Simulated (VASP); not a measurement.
**Na2Sc: single point with PBE**

Na2Sc:

```xyz
3
Lattice="3.3731 0.0000 0.0000 -1.6865 2.9212 0.0000 0.0000 0.0000 5.6300" Properties=species:S:1:pos:R:3 pbc="T T T"
Na    0.0000    1.9475    1.4075
Na    1.6865    0.9737    4.2225
Sc    0.0000    0.0000    0.0000
```

```yaml
Program: VASP 6.6.1
Task: single point
Functional: PBE
Potentials_or_basis: VASP PAW PBE potentials, release 64 (Na_pv, Sc_sv)
Cutoff: 520 eV
k_mesh: 15 × 15 × 8
Occupations: fermi-dirac, width 0.1 eV
Spin: no spin polarisation
Dipole_correction: no
Further_INCAR_settings: ALGO = Fast; EDIFF = 1e-06; NBANDS = 20
```

```yaml
Pressure: 29.8 GPa
Largest_force: 4.004 eV/Å
Band_gap_on_the_k_mesh: zero (an odd number of electrons rules out a gap without spin polarisation)
```

Forces in eV/Å, atoms in the order of the input:
```
Na   0.000  0.000  4.004
Na   0.000  0.000 -4.004
Sc   0.000  0.000  0.000
```

Stress tensor (GPa, compression positive):
```
28.94  0.00  0.00
 0.00 28.94  0.00
 0.00  0.00 31.43
```

Levels at points of the mesh, in eV from the Fermi level:
```csv
k point,band 8,band 9,band 10,band 11,band 12,band 13,band 14,band 15,band 16,band 17
"(0.00, 0.00, 0.00)",-25.14,-25.14,-25.12,-4.85,-1.64,0.24,0.89,0.89,1.93,1.93
"(0.00, 0.00, 0.50)",-25.17,-25.15,-25.15,-4.06,-2.97,-0.17,0.89,0.89,1.91,1.91
```

Wall time 2.3 min on 1 thread of Intel(R) Xeon(R) 6975P-C (Granite Rapids), with other jobs on the host, peak memory 0.32 GiB.

Caveat: the cell stands under pressure; forces of over 1 eV/Å act on the atoms, so gaps and moduli don't describe the material at rest.
